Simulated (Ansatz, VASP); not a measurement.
Nb in VASP and in Ansatz

File INCAR:

```
PREC     = Accurate       # precision mode
ENCUT    = 520            # plane-wave cutoff, eV
EDIFF    = 1E-8           # SCF threshold, eV
ISMEAR   = -1             # smearing method
SIGMA    = 0.03           # smearing width, eV
LREAL    = F              # projectors in reciprocal space
LASPH    = T              # aspherical terms in the spheres
NELM     = 60             # most SCF steps
ALGO     = Normal         # electronic algorithm
ISIF     = 2              # what is computed and relaxed
LWAVE    = F              # write WAVECAR
LCHARG   = F              # write CHGCAR
LEFG     = T            
NBANDS   = 12             # bands
```

KPOINTS

```
regular mesh
0
Gamma
  13 13 13
```

The input POSCAR:

```
Nb
1.0
   -0.0423000000      2.0938500000      2.0938500000
    2.0938500000     -0.0423000000      2.0938500000
    2.0938500000      2.0938500000     -0.0423000000
Nb
1
Direct
    0.0000000000      0.0000000000      0.0000000000
```

Input for Ansatz:

```yaml
crystal:
  lattice:
    - [-0.0423, 2.09385, 2.09385]
    - [2.09385, -0.0423, 2.09385]
    - [2.09385, 2.09385, -0.0423]
  atoms:
    - { symbol: Nb, position: [0.0, 0.0, 0.0] }
kpoints:
  mp_grid: { grid: [13, 13, 13] }
scf:
  occupations: { method: fermi_dirac, width: 0.03 }
hamiltonian:
  xc: lda
  pseudopotentials: { kind: all_electron, datasets: crystal }
output:
  forces: true
  stress: true
  eigenvalues: true
  efg: { contact_densities: true }
```

Change from the starting cell: equal xy, yz and zx shear strains of -2 %, crystal datasets.

Alike in both runs: task electric field gradients; functional LDA; k mesh 13 × 13 × 13; occupations fermi-dirac, width 0.03 eV; no spin polarisation.

```csv
,VASP,Ansatz
version,VASP 6.6.1,Ansatz 0.2.0
potentials or method,"VASP PAW LDA potentials, release 64 (Nb_sv), cutoff 520 eV","all-electron PAW with datasets made for the crystal, scalar-relativistic"
```

|  | VASP | Ansatz | Ansatz less VASP |
| --- | --- | --- | --- |
| pressure (GPa) | -10.6 | -10.5 | +0.10 |
| traceless stress, the component that is largest in VASP (GPa) | -0.82 | -0.82 | +0.006 |
| size of Vzz on the site where it differs most (V/Å²) | 5.9 | 4.1 | -1.78 |

LDA's correlation is that of Perdew and Zunger in VASP and of Perdew and Wang (1992) in Ansatz. Ansatz ran all-electron here, and VASP with PAW potentials.
